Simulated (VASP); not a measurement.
# Ni (Fm-3m) in VASP: single point with LDA

Aim: the single point of Ni with LDA.

Everything below comes from runs of VASP 6.6.1. Logs are shortened: lines on timing, memory, paths and dates and some standing lists are left out, and cuts for length are marked.

### 1 The cell of the first run

The structure is cubic, space group Fm-3m (No. 225). The conventional cell has a = 3.425 Å, b = 3.425 Å, c = 3.425 Å, α = 90.00°, β = 90.00°, γ = 90.00°. Within 3.2 Å of Ni (site symmetry m-3m) lie 12 Ni at 2.42 Å.

### 2 Single point, LDA, collinear spin, ferromagnetic start

The input, INCAR:

```
PREC = Accurate ; ENCUT = 520
EDIFF = 1E-7 ; ISMEAR = -1
SIGMA = 0.1 ; LREAL = False
LASPH = True ; NELM = 150
ALGO = Normal ; ISIF = 2
LWAVE = False ; LCHARG = False
ISPIN = 2 ; MAGMOM = 1 1 1
LORBIT = 11 ; LMAXMIX = 4
GGA = CA ; NBANDS = 26
```

The input, KPOINTS:

```
Automatic mesh
0
Gamma
  15 15 6
```

The input, POSCAR:

```
Ni
1.0
    0.0000000000      1.7124962486     -1.7124962486
   -1.7124962486      0.0000000000      1.7124962486
    3.4249924972      3.4249924972      3.4249924972
Ni
3
Direct
    0.0000000000      0.0000000000      0.0000000000
    0.3333333330      0.6666666670      0.3333333330
    0.6666666670      0.3333333330      0.6666666670
```

Potentials or basis: VASP PAW LDA potentials, release 64 (Ni).

On the command line:

```sh
$ cat potpaw_LDA.64/Ni/POTCAR > POTCAR
$ mpirun -np 1 vasp_std > vasp.out
```

OUTCAR:

```text
PREC = Accurate
   ENCUT = 520
   EDIFF = 1E-7
   ISMEAR = -1
   LREAL = False
   LASPH = True
   NELM = 150
   ISIF = 2
   ISPIN = 2
   LORBIT = 11
   GGA = CA

 ion  position               nearest neighbor table
   1  0.000  0.000  0.000-   2 2.42   3 2.42   3 2.42   2 2.42   3 2.42   2 2.42
   2  0.333  0.667  0.333-   1 2.42   1 2.42   1 2.42   3 2.42   3 2.42   3 2.42
   3  0.667  0.333  0.667-   1 2.42   1 2.42   1 2.42   2 2.42   2 2.42   2 2.42

  LATTYP: Found a hexagonal cell.
 ALAT       =     2.4218354203
 C/A-ratio  =     2.4494897428

  Lattice vectors:

 A1 = (   0.0000000000,   1.7124962486,  -1.7124962486)
 A2 = (  -1.7124962486,   0.0000000000,   1.7124962486)
 A3 = (   3.4249924972,   3.4249924972,   3.4249924972)

Analysis of symmetry for initial positions (statically):
=====================================================================
 Subroutine PRICEL returns following result:

  LATTYP: Found a face centered cubic cell.
 ALAT       =     3.4249924938

  Lattice vectors:

 A1 = (   1.7124962469,   1.7124962469,   0.0000000000)
 A2 = (  -0.0000000017,   1.7124962469,   1.7124962486)
 A3 = (   1.7124962520,   0.0000000034,   1.7124962486)

   3 primitive cells build up your supercell.

 Routine SETGRP: Setting up the symmetry group for a
 hexagonal supercell.

 Subroutine GETGRP returns: Found 12 space group operations
 (whereof 12 operations were pure point group operations)
 out of a pool of 24 trial point group operations.

The static configuration has the point symmetry D_3d.

Analysis of symmetry for dynamics (positions and initial velocities):
=====================================================================
 Subroutine PRICEL returns following result:

  LATTYP: Found a face centered cubic cell.
 ALAT       =     3.4249924938

  Lattice vectors:

 A1 = (   1.7124962469,   1.7124962469,   0.0000000000)
 A2 = (  -0.0000000017,   1.7124962469,   1.7124962486)
 A3 = (   1.7124962520,   0.0000000034,   1.7124962486)

   3 primitive cells build up your supercell.

 Routine SETGRP: Setting up the symmetry group for a
 hexagonal supercell.

 Subroutine GETGRP returns: Found 12 space group operations
 (whereof 12 operations were pure point group operations)
 out of a pool of 24 trial point group operations.

The dynamic configuration has the point symmetry D_3d.

Analysis of structural, dynamic, and magnetic symmetry:
=====================================================================
 Subroutine PRICEL returns following result:

  LATTYP: Found a face centered cubic cell.
 ALAT       =     3.4249924938

  Lattice vectors:

 A1 = (   1.7124962469,   1.7124962469,   0.0000000000)
 A2 = (  -0.0000000017,   1.7124962469,   1.7124962486)
 A3 = (   1.7124962520,   0.0000000034,   1.7124962486)

   3 primitive cells build up your supercell.

 Routine SETGRP: Setting up the symmetry group for a
 hexagonal supercell.

 Subroutine GETGRP returns: Found 12 space group operations
 (whereof 12 operations were pure point group operations)
 out of a pool of 24 trial point group operations.

The overall configuration has the point symmetry D_3d.

 Subroutine INISYM returns: Found 12 space group operations
 (whereof 12 operations are pure point group operations),
 and found     3 'primitive' translations

----------------------------------------------------------------------------------------

                                     Primitive cell

  volume of cell :      10.0443

  direct lattice vectors                    reciprocal lattice vectors
     1.712496247  1.712496247  0.000000000     0.291971442  0.291971444 -0.291971443
    -0.000000002  1.712496247  1.712496249    -0.291971443  0.291971443  0.291971443
     1.712496252  0.000000003  1.712496249     0.291971443 -0.291971443  0.291971443

  length of vectors
     2.421835418  2.421835419  2.421835423     0.505709373  0.505709373  0.505709373

  position of ions in fractional coordinates (direct lattice)
     0.000000000  0.000000000  0.000000000

  ion indices of the primitive-cell ions
   primitive index   ion index
                 1           1

----------------------------------------------------------------------------------------

 KPOINTS: Automatic mesh

Automatic generation of k-mesh.
 Grid dimensions read from file:
 generate k-points for:   15   15    6

 Generating k-lattice:

  Cartesian coordinates                     Fractional coordinates (reciprocal lattice)
    -0.012976509  0.025953017 -0.012976509     0.066666667  0.000000000  0.000000000
    -0.025953017  0.012976509  0.012976509     0.000000000  0.066666667  0.000000000
     0.016220636  0.016220636  0.016220636     0.000000000  0.000000000  0.166666667

  Length of vectors
     0.031785825  0.031785825  0.028094965

  Shift w.r.t. Gamma in fractional coordinates (k-lattice)
     0.000000000  0.000000000  0.000000000

 Subroutine IBZKPT returns following result:
 ===========================================

 Found    146 irreducible k-points:

 Following reciprocal coordinates:
            Coordinates               Weight
  0.000000  0.000000  0.000000      1.000000
  0.066667  0.000000  0.000000      6.000000
  0.133333  0.000000  0.000000      6.000000
  0.200000  0.000000  0.000000      6.000000
  0.266667  0.000000  0.000000      6.000000
  0.333333  0.000000  0.000000      6.000000
[... 16 lines left out ...]
  0.333333  0.200000 -0.000000     12.000000
  0.400000  0.200000 -0.000000      6.000000
 [... further k-points ...]
   k-points           NKPTS =    146   k-points in BZ     NKDIM =    146   number of bands    NBANDS=     26
   number of dos      NEDOS =    301   number of ions     NIONS =      3
   total plane-waves  NPLWV =  15552
   dimension x,y,z NGX =    18 NGY =   18 NGZ =   48
   dimension x,y,z NGXF=    36 NGYF=   36 NGZF=   96
   ions per type =               3
   NGX,Y,Z   is equivalent  to a cutoff of  12.36, 12.36, 13.45 a.u.
   NGXF,Y,Z  is equivalent  to a cutoff of  24.71, 24.71, 26.90 a.u.
 SYSTEM =  unknown system
   PREC   = accura    normal or accurate (medium, high low for compatibility)
   ISTART =      0    job   : 0-new  1-cont  2-samecut
   ICHARG =      2    charge: 1-file 2-atom 10-const
   ISPIN  =      2    spin polarized calculation?
   LNONCOLLINEAR =      F non collinear calculations
   LSORBIT =      F    spin-orbit coupling
   LASPH  =      T    aspherical Exc in radial PAW
   ENCUT  =  520.0 eV  38.22 Ry    6.18 a.u.   4.50  4.50 11.03*2*pi/ulx,y,z
   NELM   =    150;   NELMIN=  2; NELMDL= -5     # of ELM steps
   EDIFF  = 0.1E-06   stopping-criterion for ELM
   LREAL  =      F    real-space projection
   EDIFFG = 0.1E-05   stopping-criterion for IOM
   NSW    =      0    number of steps for IOM
   IBRION =     -1    ionic relax: 0-MD 1-quasi-New 2-CG
   NFREE  =      0    steps in history (QN), initial steepest desc. (CG)
   ISIF   =      2    stress and relaxation
   ISYM   =      2    0-nonsym 1-usesym 2-fastsym
   POTIM  = 0.5000    time-step for ionic-motion
   TEBEG  =    0.0;   TEEND  =   0.0 temperature during run
   PSTRESS=    0.0 pullay stress
   NELECT =      30.0000    total number of electrons
   NUPDOWN=      -1.0000    fix difference up-down
   EMIN   =  10.00;   EMAX   =-10.00  energy-range for DOS
   EFERMI =   0.00;   METHOD = LEGACY
   ISMEAR =    -1;   SIGMA  =   0.10  broadening in eV -4-tet -1-fermi 0-gaus
   EFERMI_NEDOS =   21; number of points for ismear=-14 and -15
   IALGO  =     38    algorithm
   IMIX   =      4    mixing-type and parameters
     AMIX     =   0.40;   BMIX     =  1.00
     AMIX_MAG =   1.60;   BMIX_MAG =  1.00
  volume/ion in A,a.u.               =      10.04        67.78
  Fermi-wavevector in a.u.,A,eV,Ry     =   1.634689  3.089115 36.357609  2.672209
  Thomas-Fermi vector in A             =   2.726287
   LORBIT       =     11    0 simple, 1 ext, 2 COOP (PROOUT), +10 PAW based schemes
   GGA     = CA    functional components
   LHFCALC =     F    Hartree Fock is set to
   AEXX    =    0.0000 exact exchange contribution
   IVDW    =     0    specifies the selected vdW correction
   LEPSILON=     F    determine dielectric tensor
   LRPA    =     F    only Hartree local field effects (RPA)
 spin polarized calculation
  energy-cutoff  :      520.00
  volume of cell :       30.13
 maximum number of plane-waves:       845
 NGX is ok and might be reduce to    18
   NGX =  9   NGY =  9   NGZ = 23

 number of electron      29.9999970 magnetization       1.6622308

 Free energy of the ion-electron system (eV)
  ---------------------------------------------------
  ext. energy  EPLUGINS =         0.00000000
  ---------------------------------------------------
  free energy    TOTEN  =       -19.82043236 eV

  energy without entropy =      -19.65550069  energy(sigma->0) =      -19.73796653

 E-fermi :  10.1964     XC(G=0): -14.0925

 val. band max:       10.1947871890   @ k =   0.3333   0.2000   0.5000
 cond. band min:      10.1966063083   @ k =  -0.0667   0.4000   0.3333
 fundamental gap:      0.0018191193
 Fermi energy:        10.1964092032

 spin component 1

 k-point     1 :       0.0000    0.0000    0.0000
  band No.  band energies     occupation
      1       0.6637      1.00000
      2       4.2420      1.00000
      3       4.2420      1.00000
      4       7.6556      1.00000
      5       7.6556      1.00000
      6       7.6801      1.00000
[... 18 lines left out ...]
     25      36.5426      0.00000
     26      36.5426      0.00000
[... 644 lines left out ...]
      4       6.0876      1.00000
      5       6.8092      1.00000
      6       6.8092      1.00000
[... 18 lines left out ...]
     25      27.3934      0.00000
     26      29.9001      0.00000

 [... further k-points ...]

 spin component 2

 k-point     1 :       0.0000    0.0000    0.0000
  band No.  band energies     occupation
      1       0.7084      1.00000
      2       4.3965      1.00000
      3       4.3965      1.00000
      4       8.0151      1.00000
      5       8.0151      1.00000
      6       8.2425      1.00000
[... 18 lines left out ...]
     25      36.6738      0.00000
     26      36.6738      0.00000
[... 644 lines left out ...]
      4       6.4807      1.00000
      5       7.1885      1.00000
      6       7.1885      1.00000
[... 18 lines left out ...]
     25      27.4871      0.00000
     26      30.0258      0.00000

 [... further k-points ...]
[... 5 lines left out ...]
  --------------------------------------------------------------------------------------
  -------------------------------------------------------------------------------------
  Total       -0.0203741     -0.0203741     -0.0203741     -0.0096800     -0.0096800     -0.0096800
  in kB       -1.0833005     -1.0833005     -1.0833005     -0.5146909     -0.5146909     -0.5146909
  external PRESSURE =      -1.0833005 kB  Pullay stress =       0.0000000 kB

 VOLUME and BASIS-vectors are now :
 -----------------------------------------------------------------------------
  energy-cutoff  :      520.00
  volume of cell :       30.13
      direct lattice vectors                 reciprocal lattice vectors
     0.000000000  1.712496249 -1.712496249    -0.194647628  0.389295257 -0.194647628
    -1.712496249  0.000000000  1.712496249    -0.389295257  0.194647628  0.194647628
     3.424992497  3.424992497  3.424992497     0.097323814  0.097323814  0.097323814

 POSITION                                       TOTAL-FORCE (eV/Angst)
 -----------------------------------------------------------------------------------
      0.00000      0.00000      0.00000        -0.000000     -0.000000     -0.000000
     -0.00000      1.71250      1.71250         0.000000      0.000000      0.000000
      1.71250      3.42499      1.71250         0.000000      0.000000      0.000000
 -----------------------------------------------------------------------------------
    total drift:                                0.000000      0.000000     -0.000000

  FREE ENERGIE OF THE ION-ELECTRON SYSTEM (eV)
  ---------------------------------------------------
  free  energy   TOTEN  =       -19.8204323631 eV

  energy  without entropy=      -19.6555006924  energy(sigma->0) =      -19.73796653

 total charge

# of ion       s       p       d       tot
------------------------------------------
    1        0.535   0.571   8.368   9.473
    2        0.535   0.571   8.368   9.473
    3        0.535   0.571   8.368   9.473
--------------------------------------------------
tot          1.604   1.713  25.104  28.420

 magnetization (x)

# of ion       s       p       d       tot
------------------------------------------
    1       -0.005  -0.017   0.576   0.554
    2       -0.005  -0.017   0.576   0.554
    3       -0.005  -0.017   0.576   0.554
--------------------------------------------------
tot         -0.014  -0.051   1.727   1.661
```

Run time: 1.9 min. Hardware: 1 thread of AMD EPYC 9R45 (Zen 5), shared host; peak memory 0.22 GiB.

What came out:

| Item | Value |
| --- | --- |
| Free energy | -19.8204 eV |
| Pressure | -0.1 GPa |
| Net moment | 1.66 μB per cell |
| Site moments | Ni +0.55 μB |
| Valence electrons inside the program's atomic spheres | Ni 9.47 |

Levels at points of the mesh, in eV from the Fermi level:
Spin up:
```tsv
k point	band 13	band 14	band 15	band 16	band 17	band 18	band 19	band 20
(0.00, 0.00, 0.00)	-1.23	-1.23	-0.84	-0.84	-0.84	-0.84	11.28	11.28
(0.00, 0.00, 0.50)	-1.28	-1.28	-1.28	-0.44	-0.44	-0.39	6.35	19.68
```
Spin down:
| k point | band 11 | band 12 | band 13 | band 14 | band 15 | band 16 | band 17 | band 18 |
| --- | --- | --- | --- | --- | --- | --- | --- | --- |
| (0.00, 0.00, 0.00) | -1.85 | -1.85 | -0.70 | -0.70 | -0.26 | -0.26 | -0.26 | -0.26 |
| (0.00, 0.00, 0.50) | -1.75 | -0.75 | -0.75 | -0.75 | -0.75 | -0.35 | 0.16 | 0.16 |
